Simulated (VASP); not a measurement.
Set up this calculation in VASP 6.6.1, as the native input.

* Task: single point
* Functional: r2SCAN
* Potentials or basis: VASP PAW PBE potentials, release 64 (Na_pv, I)
* Cutoff: 520 eV
* k mesh: 8 × 8 × 8
* Occupations: fermi-dirac, width 0.02 eV
* Spin: no spin polarisation
* Dipole correction: no
* Further INCAR settings: ALGO = Normal; EDIFF = 1e-07; NBANDS = 14

Crystal: NaI.

```
Na I
1.0
     0.00000    3.16744    3.16744
     3.16744    0.00000    3.16744
     3.16744    3.16744    0.00000
Na I
1 1
Direct
  0.00000 0.00000 0.00000
  0.50000 0.50000 0.50000
```

These files were run (other wordings do the same):

POSCAR

```
NaI
1.0
    0.0000000000      3.1674369100      3.1674369100
    3.1674369100      0.0000000000      3.1674369100
    3.1674369100      3.1674369100      0.0000000000
Na I
1 1
Direct
    0.0000000000      0.0000000000      0.0000000000
    0.5000000000      0.5000000000      0.5000000000
```

INCAR.step1

```
SYSTEM = NaI
PREC     = Accurate       ! precision mode
ENCUT    = 520            ! plane-wave cutoff, eV
ISMEAR   = -1             ! smearing method
SIGMA    = 0.02           ! smearing width, eV
LREAL    = .False.        ! projectors in reciprocal space
LASPH    = .True.         ! aspherical terms in the spheres
NELM     = 80             ! most SCF steps
NBANDS   = 14             ! bands
GGA      = PE             ! functional
ALGO     = Normal         ! electronic algorithm
EDIFF    = 1E-4           ! SCF threshold, eV
LWAVE    = .True.         ! write WAVECAR
LCHARG   = .False.        ! write CHGCAR
```

INCAR.step2

```
SYSTEM = NaI
PREC     = Accurate       ! precision mode
ENCUT    = 520            ! plane-wave cutoff, eV
EDIFF    = 1E-7           ! SCF threshold, eV
ISMEAR   = -1             ! smearing method
SIGMA    = 0.02           ! smearing width, eV
LREAL    = .False.        ! projectors in reciprocal space
LASPH    = .True.         ! aspherical terms in the spheres
NELM     = 80             ! most SCF steps
ALGO     = Normal         ! electronic algorithm
ISIF     = 2              ! what is computed and relaxed
LWAVE    = .False.        ! write WAVECAR
LCHARG   = .True.         ! write CHGCAR
METAGGA  = R2SCAN         ! meta-GGA
LMIXTAU  = .True.       
LELF     = .True.         ! ELF
LVHAR    = .True.       
NBANDS   = 14             ! bands
ISTART   = 1
```

KPOINTS

```
Automatic mesh
0
Gamma
  8 8 8
  0 0 0
```

Potentials or basis: VASP PAW PBE potentials, release 64 (Na_pv, I).

Command:

```console
$ cat potpaw_PBE.64/Na_pv/POTCAR potpaw_PBE.64/I/POTCAR > POTCAR
$ cp INCAR.step1 INCAR
$ mpirun -np 1 vasp_std > vasp.out
$ cp INCAR.step2 INCAR
$ mpirun -np 1 vasp_std > vasp.out
```

It gave:

```yaml
Pressure: 1.1 GPa
Band_gap_on_the_k_mesh: 4.65 eV
```

Caveat: the PAW data sets were made with another functional, which shifts forces and pressure a little; spin-orbit coupling is left out, which moves the levels of the heavy elements.

It took 4 min on 1 thread of Intel Xeon 8259CL (shared host), peak memory 0.22 GiB.
